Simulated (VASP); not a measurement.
# Co (P6_3/mmc) in VASP: further runs

Runs on Co. Level: PBEsol. Tasks: single point, relaxation of cell and atoms.

Program: VASP 6.6.1. These are calculated values, not measurements. Logs are shortened: lines on timing, memory, paths and dates and some standing lists are left out, and cuts for length are marked.

## 1. The cell of the first run

Symmetry: P6_3/mmc, No. 194, hexagonal system. Conventional cell: a = 2.462 Å, b = 2.462 Å, c = 3.969 Å, α = 90.00°, β = 90.00°, γ = 120.00°. Co (site symmetry -6m2) has 12 Co at 2.44 to 2.46 Å within 3.2 Å.

## 2. Single point, PBEsol, collinear spin, ferromagnetic start

INCAR

```
SYSTEM = Co
PREC     = Accurate       ! precision mode
ENCUT    = 520            ! plane-wave cutoff, eV
EDIFF    = 1E-6           ! SCF threshold, eV
ISMEAR   = 0              ! smearing method
SIGMA    = 0.02           ! smearing width, eV
LREAL    = .FALSE.        ! projectors in reciprocal space
LASPH    = .TRUE.         ! aspherical terms in the spheres
NELM     = 150            ! most SCF steps
ALGO     = Normal         ! electronic algorithm
ISIF     = 2              ! what is computed and relaxed
LWAVE    = .FALSE.        ! write WAVECAR
LCHARG   = .TRUE.         ! write CHGCAR
ISPIN    = 2              ! spin polarisation
MAGMOM   = 2.5 2.5        ! initial moments
LORBIT   = 11             ! projections on sites
LMAXMIX  = 4              ! l up to which the mixer works
GGA      = PS             ! functional
LELF     = .TRUE.         ! ELF
LVHAR    = .TRUE.       
NBANDS   = 20             ! bands
```

KPOINTS

```
regular mesh
0
G
  10 10 6
  0 0 0
```

POSCAR

```
Co
1.0
    2.4622077941      0.0000000000      0.0000000000
   -1.2311038971      2.1323344991      0.0000000000
    0.0000000000      0.0000000000      3.9685154723
Co
2
Direct
    0.3333333333      0.6666666667      0.2500000000
    0.6666666667      0.3333333333      0.7500000000
```

Potentials or basis: VASP PAW PBE potentials, release 64 (Co).

Run with:

```bash
$ cat potpaw_PBE.64/Co/POTCAR > POTCAR
$ mpirun -np 1 vasp_std > vasp.out
```

OUTCAR:

```text
SYSTEM = Co
   PREC = Accurate
   ENCUT = 520
   EDIFF = 1E-6
   ISMEAR = 0
   LREAL = .FALSE.
   LASPH = .TRUE.
   NELM = 150
   ISIF = 2
   ISPIN = 2
   LORBIT = 11
   GGA = PS

 ion  position               nearest neighbor table
   1  0.333  0.667  0.250-   2 2.44   2 2.44   2 2.44   2 2.44   2 2.44   2 2.44
   2  0.667  0.333  0.750-   1 2.44   1 2.44   1 2.44   1 2.44   1 2.44   1 2.44

  LATTYP: Found a hexagonal cell.
 ALAT       =     2.4622077941
 C/A-ratio  =     1.6117711437

  Lattice vectors:

 A1 = (   2.4622077941,   0.0000000000,   0.0000000000)
 A2 = (  -1.2311038971,   2.1323344991,   0.0000000000)
 A3 = (   0.0000000000,   0.0000000000,   3.9685154723)

Analysis of symmetry for initial positions (statically):
=====================================================================
 Subroutine PRICEL returns:
 Original cell was already a primitive cell.

 Routine SETGRP: Setting up the symmetry group for a
 hexagonal supercell.

 Subroutine GETGRP returns: Found 24 space group operations
 (whereof 12 operations were pure point group operations)
 out of a pool of 24 trial point group operations.

The static configuration has the point symmetry D_3d.
 The point group associated with its full space group is D_6h.

Analysis of symmetry for dynamics (positions and initial velocities):
=====================================================================
 Subroutine PRICEL returns:
 Original cell was already a primitive cell.

 Routine SETGRP: Setting up the symmetry group for a
 hexagonal supercell.

 Subroutine GETGRP returns: Found 24 space group operations
 (whereof 12 operations were pure point group operations)
 out of a pool of 24 trial point group operations.

The dynamic configuration has the point symmetry D_3d.
 The point group associated with its full space group is D_6h.

Analysis of structural, dynamic, and magnetic symmetry:
=====================================================================
 Subroutine PRICEL returns:
 Original cell was already a primitive cell.

 Routine SETGRP: Setting up the symmetry group for a
 hexagonal supercell.

 Subroutine GETGRP returns: Found 24 space group operations
 (whereof 12 operations were pure point group operations)
 out of a pool of 24 trial point group operations.

The overall configuration has the point symmetry D_3d.
 The point group associated with its full space group is D_6h.

 Subroutine INISYM returns: Found 24 space group operations
 (whereof 12 operations are pure point group operations),
 and found     1 'primitive' translations

----------------------------------------------------------------------------------------

                                     Primitive cell

  volume of cell :      20.8357

  direct lattice vectors                    reciprocal lattice vectors
     2.462207794  0.000000000  0.000000000     0.406139564  0.234484787  0.000000000
    -1.231103897  2.132334499  0.000000000     0.000000000  0.468969573  0.000000000
     0.000000000  0.000000000  3.968515472     0.000000000  0.000000000  0.251983395

  length of vectors
     2.462207794  2.462207794  3.968515472     0.468969573  0.468969573  0.251983395

  position of ions in fractional coordinates (direct lattice)
     0.333333333  0.666666667  0.250000000
     0.666666667  0.333333333  0.750000000

  ion indices of the primitive-cell ions
   primitive index   ion index
                 1           1
                 2           2

----------------------------------------------------------------------------------------

 KPOINTS: regular mesh

Automatic generation of k-mesh.
 Grid dimensions read from file:
 generate k-points for:   10   10    6

 Generating k-lattice:

  Cartesian coordinates                     Fractional coordinates (reciprocal lattice)
     0.040613956  0.023448479  0.000000000     0.100000000  0.000000000  0.000000000
     0.000000000  0.046896957  0.000000000     0.000000000  0.100000000  0.000000000
     0.000000000  0.000000000  0.041997232     0.000000000  0.000000000  0.166666667

  Length of vectors
     0.046896957  0.046896957  0.041997232

  Shift w.r.t. Gamma in fractional coordinates (k-lattice)
     0.000000000  0.000000000  0.000000000

 Subroutine IBZKPT returns following result:
 ===========================================

 Found     56 irreducible k-points:

 Following reciprocal coordinates:
            Coordinates               Weight
  0.000000  0.000000  0.000000      1.000000
  0.100000  0.000000  0.000000      6.000000
  0.200000  0.000000  0.000000      6.000000
  0.300000  0.000000  0.000000      6.000000
  0.400000  0.000000  0.000000      6.000000
  0.500000  0.000000  0.000000      3.000000
[... 16 lines left out ...]
  0.300000  0.100000  0.166667     24.000000
  0.400000  0.100000  0.166667     24.000000
 [... further k-points ...]
   k-points           NKPTS =     56   k-points in BZ     NKDIM =     56   number of bands    NBANDS=     20
   number of dos      NEDOS =    301   number of ions     NIONS =      2
   total plane-waves  NPLWV =   9720
   dimension x,y,z NGX =    18 NGY =   18 NGZ =   30
   dimension x,y,z NGXF=    36 NGYF=   36 NGZF=   60
   ions per type =               2
   NGX,Y,Z   is equivalent  to a cutoff of  12.15, 12.15, 12.57 a.u.
   NGXF,Y,Z  is equivalent  to a cutoff of  24.31, 24.31, 25.13 a.u.
 SYSTEM =  Co
   PREC   = accura    normal or accurate (medium, high low for compatibility)
   ISTART =      0    job   : 0-new  1-cont  2-samecut
   ICHARG =      2    charge: 1-file 2-atom 10-const
   ISPIN  =      2    spin polarized calculation?
   LNONCOLLINEAR =      F non collinear calculations
   LSORBIT =      F    spin-orbit coupling
   LASPH  =      T    aspherical Exc in radial PAW
   ENCUT  =  520.0 eV  38.22 Ry    6.18 a.u.   4.58  4.58  7.38*2*pi/ulx,y,z
   NELM   =    150;   NELMIN=  2; NELMDL= -5     # of ELM steps
   EDIFF  = 0.1E-05   stopping-criterion for ELM
   LREAL  =      F    real-space projection
   EDIFFG = 0.1E-04   stopping-criterion for IOM
   NSW    =      0    number of steps for IOM
   IBRION =     -1    ionic relax: 0-MD 1-quasi-New 2-CG
   NFREE  =      0    steps in history (QN), initial steepest desc. (CG)
   ISIF   =      2    stress and relaxation
   ISYM   =      2    0-nonsym 1-usesym 2-fastsym
   POTIM  = 0.5000    time-step for ionic-motion
   TEBEG  =    0.0;   TEEND  =   0.0 temperature during run
   PSTRESS=    0.0 pullay stress
   NELECT =      18.0000    total number of electrons
   NUPDOWN=      -1.0000    fix difference up-down
   EMIN   =  10.00;   EMAX   =-10.00  energy-range for DOS
   EFERMI =   0.00;   METHOD = LEGACY
   ISMEAR =     0;   SIGMA  =   0.02  broadening in eV -4-tet -1-fermi 0-gaus
   EFERMI_NEDOS =   21; number of points for ismear=-14 and -15
   IALGO  =     38    algorithm
   IMIX   =      4    mixing-type and parameters
     AMIX     =   0.40;   BMIX     =  1.00
     AMIX_MAG =   1.60;   BMIX_MAG =  1.00
  volume/ion in A,a.u.               =      10.42        70.30
  Fermi-wavevector in a.u.,A,eV,Ry     =   1.559180  2.946423 33.076344  2.431043
  Thomas-Fermi vector in A             =   2.662576
   LORBIT       =     11    0 simple, 1 ext, 2 COOP (PROOUT), +10 PAW based schemes
   GGA     = PS    functional components
   LHFCALC =     F    Hartree Fock is set to
   AEXX    =    0.0000 exact exchange contribution
   IVDW    =     0    specifies the selected vdW correction
   LEPSILON=     F    determine dielectric tensor
   LRPA    =     F    only Hartree local field effects (RPA)
 spin polarized calculation
 Gauss-broadening in eV      SIGMA  =   0.02
  energy-cutoff  :      520.00
  volume of cell :       20.84
 maximum number of plane-waves:       578
   NGX =  9   NGY =  9   NGZ = 15

 number of electron      17.9999976 magnetization       3.2797695

 Free energy of the ion-electron system (eV)
  ---------------------------------------------------
  ext. energy  EPLUGINS =         0.00000000
  ---------------------------------------------------
  free energy    TOTEN  =       -15.46824240 eV

  energy without entropy =      -15.46764429  energy(sigma->0) =      -15.46794335

 E-fermi :  10.6091     XC(G=0): -13.8211

 val. band max:       10.6073382305   @ k =   0.2000   0.1000   0.3333
 cond. band min:      10.6141648205   @ k =   0.1000   0.0000   0.1667
 fundamental gap:      0.0068265900
 Fermi energy:        10.6091391458

 spin component 1

 k-point     1 :       0.0000    0.0000    0.0000
  band No.  band energies     occupation
      1       1.4316      1.00000
      2       5.2942      1.00000
      3       7.9897      1.00000
      4       7.9906      1.00000
      5       7.9906      1.00000
      6       8.3301      1.00000
[... 12 lines left out ...]
     19      37.1174      0.00000
     20      37.1174      0.00000
[... 507 lines left out ...]
 k-point    24 :       0.4000    0.1000    0.1667
  band No.  band energies     occupation
      1       5.5407      1.00000
      2       5.9322      1.00000
      3       6.5227      1.00000
      4       7.0809      1.00000
      5       7.8141      1.00000
      6       8.4855      1.00000
[... 12 lines left out ...]
     19      35.4393      0.00000
     20      35.8335      0.00000

 [... further k-points ...]

 spin component 2

 k-point     1 :       0.0000    0.0000    0.0000
  band No.  band energies     occupation
      1       1.5197      1.00000
      2       6.2825      1.00000
      3       9.6384      1.00000
      4       9.6393      1.00000
      5       9.6393      1.00000
      6      10.0341      1.00000
[... 12 lines left out ...]
     19      37.4959      0.00000
     20      37.4959      0.00000
[... 507 lines left out ...]
 k-point    24 :       0.4000    0.1000    0.1667
  band No.  band energies     occupation
      1       6.4925      1.00000
      2       7.1291      1.00000
      3       7.6540      1.00000
      4       8.2348      1.00000
      5       9.4029      1.00000
      6       9.9651      1.00000
[... 12 lines left out ...]
     19      35.6644      0.00000
     20      36.2778      0.00000

 [... further k-points ...]

------------------------ aborting loop because EDIFF is reached ----------------------------------------

  FORCE on cell =-STRESS in cart. coord.  units (eV):
  Direction    XX          YY          ZZ          XY          YZ          ZX
  --------------------------------------------------------------------------------------
  -------------------------------------------------------------------------------------
  Total       -0.1034540     -0.1034540     -0.1083738      0.0000000      0.0000000      0.0000000
  in kB       -7.9551745     -7.9551745     -8.3334868      0.0000000      0.0000000      0.0000000
  external PRESSURE =      -8.0812786 kB  Pullay stress =       0.0000000 kB

 VOLUME and BASIS-vectors are now :
 -----------------------------------------------------------------------------
  energy-cutoff  :      520.00
  volume of cell :       20.84
      direct lattice vectors                 reciprocal lattice vectors
     2.462207794  0.000000000  0.000000000     0.406139564  0.234484787  0.000000000
    -1.231103897  2.132334499  0.000000000     0.000000000  0.468969573  0.000000000
     0.000000000  0.000000000  3.968515472     0.000000000  0.000000000  0.251983395

 POSITION                                       TOTAL-FORCE (eV/Angst)
 -----------------------------------------------------------------------------------
     -0.00000      1.42156      0.99213         0.000000     -0.000000      0.000000
      1.23110      0.71078      2.97639        -0.000000      0.000000      0.000000
 -----------------------------------------------------------------------------------
    total drift:                                0.000000      0.000000     -0.000000

  FREE ENERGIE OF THE ION-ELECTRON SYSTEM (eV)
  ---------------------------------------------------
  free  energy   TOTEN  =       -15.4682424013 eV

  energy  without entropy=      -15.4676442903  energy(sigma->0) =      -15.46794335

 total charge

# of ion       s       p       d       tot
------------------------------------------
    1        0.508   0.564   7.281   8.353
    2        0.508   0.564   7.281   8.353
--------------------------------------------------
tot          1.016   1.127  14.562  16.706

 magnetization (x)

# of ion       s       p       d       tot
------------------------------------------
    1       -0.013  -0.048   1.706   1.645
    2       -0.013  -0.048   1.706   1.645
--------------------------------------------------
tot         -0.026  -0.095   3.412   3.291
```

Run time: 19 s. Hardware: 1 thread of Intel Xeon 6975P-C (Granite Rapids), shared host; peak memory 0.16 GiB.

Results:

| Quantity | Value |
| --- | --- |
| Free energy | -15.4682 eV |
| Pressure | -0.8 GPa |
| Net moment | 3.28 μB per cell |
| Site moments | Co +1.65 μB |
| Valence electrons inside the program's atomic spheres | Co 8.35 |

Caveat: the PAW data sets were made with another functional, which shifts forces and pressure a little.

## 3. Relaxation of cell and atoms, PBEsol, collinear spin, ferromagnetic start

This run uses another cell than the first one, of 11.08 Å³/atom.

INCAR

```
SYSTEM = Co
ALGO = Normal
EDIFF = 1E-6
EDIFFG = -0.03
ENCUT = 600
GGA = PS
IBRION = 2
ISIF = 3
ISMEAR = 0
ISPIN = 2
LASPH = .True.
LCHARG = .False.
LMAXMIX = 4
LORBIT = 11
LREAL = .False.
LWAVE = .False.
MAGMOM = 2.5 2.5
NELM = 150
NSW = 80
PREC = Accurate
SIGMA = 0.02
```

KPOINTS

```
k-points
0
Gamma
  10 10 6
  0 0 0
```

POSCAR

```
Co
1.0
    2.5074000000      0.0000000000      0.0000000000
   -1.2537000000      2.1714720000      0.0000000000
    0.0000000000      0.0000000000      4.0699000000
Co
2
Direct
    0.3333333333      0.6666666667      0.2500000000
    0.6666666667      0.3333333333      0.7500000000
```

Potentials or basis: VASP PAW PBE potentials, release 64 (Co).

Run with:

```bash
$ cat potpaw_PBE.64/Co/POTCAR > POTCAR
$ mpirun -np 1 vasp_std > vasp.out
```

It took 67 s on 1 thread of Intel Xeon 6975P-C (Granite Rapids), shared host; peak memory 0.18 GiB.

Results (log left out):

| Quantity | Value |
| --- | --- |
| Free energy | -15.4688 eV |
| Relaxed volume | 10.39 Å³/atom |
| Relaxed cell | a = 2.459 Å, b = 2.459 Å, c = 3.967 Å, α = 90.00°, β = 90.00°, γ = 120.00° |
| Space group after relaxing (to 0.1 Å) | P6_3/mmc (No. 194) |
| Energy gained by relaxing | 32.4 meV/atom |
| Ionic steps | 5 |
| Pressure after relaxing | -0.1 GPa |
| Net moment | 3.28 μB per cell |
| Site moments | Co +1.64 μB |
| Valence electrons inside the program's atomic spheres | Co 8.36 |

Stress tensor (GPa, compression positive):
```
-0.01  0.00  0.00
 0.00 -0.01  0.00
 0.00  0.00 -0.32
```

Step by step:
| step | energy change (eV) | largest force (eV/Å) | pressure (GPa) | volume (Å³) |
| --- | --- | --- | --- | --- |
| 1 | 0.0000 | 0.0000 | -13.87 | 22.16 |
| 2 | 0.0230 | 0.0000 | 20.01 | 19.22 |
| 3 | -0.0646 | 0.0000 | 0.22 | 20.74 |
| 4 | -0.0646 | 0.0000 | -0.07 | 20.77 |
| 5 | -0.0648 | 0.0000 | -0.12 | 20.77 |

Final structure:
```yaml
crystal:
  lattice:
    - [2.45902, 0.00000, 0.00000]
    - [-1.22951, 2.12958, 0.00000]
    - [0.00000, 0.00000, 3.96708]
  atoms:
    - { symbol: Co, position: [0.33333, 0.66667, 0.25000] }
    - { symbol: Co, position: [0.66667, 0.33333, 0.75000] }
```

Levels at points of the mesh, in eV from the Fermi level:
Spin up:
| k point | band 7 | band 8 | band 9 | band 10 | band 11 | band 12 | band 13 | band 14 | band 15 | band 16 |
| --- | --- | --- | --- | --- | --- | --- | --- | --- | --- | --- |
| (0.00, 0.00, 0.00) | -2.28 | -1.91 | -1.91 | -0.71 | -0.71 | -0.09 | 6.79 | 22.29 | 25.26 | 25.26 |
| (0.50, 0.00, 0.00) | -2.18 | -0.59 | -0.47 | -0.43 | 1.44 | 3.54 | 10.04 | 10.74 | 13.17 | 14.54 |
| (0.00, 0.00, 0.50) | -2.70 | -2.70 | -1.05 | -1.05 | -1.05 | -1.05 | 15.58 | 15.58 | 23.05 | 23.05 |
| (0.50, 0.00, 0.50) | -1.00 | -1.00 | -0.49 | -0.49 | 1.66 | 1.66 | 7.66 | 7.66 | 18.87 | 18.87 |
Spin down:
| k point | band 5 | band 6 | band 7 | band 8 | band 9 | band 10 |
| --- | --- | --- | --- | --- | --- | --- |
| (0.00, 0.00, 0.00) | -0.97 | -0.58 | -0.58 | -0.15 | -0.15 | -0.05 |
| (0.50, 0.00, 0.00) | -1.16 | -1.04 | -0.59 | 1.30 | 1.44 | 1.48 |
| (0.00, 0.00, 0.50) | -1.05 | -1.05 | -1.05 | -1.05 | 0.80 | 0.80 |
| (0.50, 0.00, 0.50) | -0.03 | -0.03 | 0.32 | 0.32 | 1.41 | 1.41 |

Caveat: the PAW data sets were made with another functional, which shifts forces and pressure a little.
